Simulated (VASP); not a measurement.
Write the native input for VASP 6.6.1 that does the following.

| Quantity | Value |
| --- | --- |
| Task | single point |
| Functional | LDA |
| Potentials or basis | VASP PAW LDA potentials, release 64 (Cs_sv) |
| Cutoff | 520 eV |
| k mesh | 1 × 1 × 1 |
| Occupations | fermi-dirac, width 0.01 eV |
| Spin | collinear spin, ferromagnetic start |
| Starting moments | [1.0] μB |
| Dipole correction | no |
| Further INCAR settings | ALGO = Normal; EDIFF = 1e-06; NBANDS = 14 |

The structure of Cs lies in POSCAR:

```
Cs
1.0
   10.0000000000      0.0000000000      0.0000000000
    0.0000000000     10.5000000000      0.0000000000
    0.0000000000      0.0000000000     11.0000000000
Cs
1
Direct
    0.5000000000      0.5000000000      0.5000000000
```

These files were run (other wordings do the same):

INCAR

```
ALGO = Normal
EDIFF = 1E-6
ENCUT = 520
GGA = CA
ISIF = 2
ISMEAR = -1
ISPIN = 2
LASPH = T
LCHARG = F
LORBIT = 11
LREAL = F
LWAVE = F
MAGMOM = 1
NBANDS = 14
NELM = 150
PREC = Accurate
SIGMA = 0.01
```

KPOINTS

```
k-points
0
Gamma
  1 1 1
```

Potentials or basis: VASP PAW LDA potentials, release 64 (Cs_sv).

The run is started by

```console
$ cat potpaw_LDA.64/Cs_sv/POTCAR > POTCAR
$ mpirun -np 1 vasp_gam > vasp.out
```

It gave:

The pressure is 0.0 GPa and the band gap on the k mesh is 0.47 eV. The net moment is 1.00 μB per cell, the site moments are Cs +0.02 μB and the valence electrons inside the program's atomic spheres are Cs 6.52.

Caveat: the k points lie up to 0.63 Å⁻¹ apart; spin-orbit coupling is left out, which moves the levels of the heavy elements.

It took 84 s on 1 thread of AMD EPYC 7R43 64-Core Processor (Zen 3), with other jobs on the host, peak memory 0.66 GiB.
